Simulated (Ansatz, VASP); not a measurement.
# One calculation of Zr, two programs

```xyz
2
Lattice="3.2320 0.0000 0.0000 -1.6160 2.7990 0.0000 0.0000 0.0000 5.1470" Properties=species:S:1:pos:R:3 pbc="T T T"
Zr    1.6160    0.9330    3.8603
Zr    0.0000    1.8660    1.2868
```

Alike in both runs: task relaxation of cell and atoms; functional revPBE; dispersion D4; k mesh 9 × 9 × 5; occupations fermi-dirac, width 0.05 eV; no spin polarisation.

|  | VASP | Ansatz |
| --- | --- | --- |
| version | VASP 6.6.1 | Ansatz 0.2.0 |
| potentials or method | VASP PAW PBE potentials, release 64 (Zr_sv), cutoff 600 eV | all-electron LAPW, scalar-relativistic |

VASP gave:

| Quantity | Value |
| --- | --- |
| relaxed volume (Å³/atom) | 23.31 |
| relaxed cell length with the largest relative difference (Å) | 3.224 |

Task: Estimate Ansatz's values.

Result: Relaxed volume (Å³/atom): 23.30; relaxed cell length with the largest relative difference (Å): 3.224.

VASP's potentials were made for PBE, not for revPBE. Ansatz ran all-electron here, and VASP with PAW potentials.
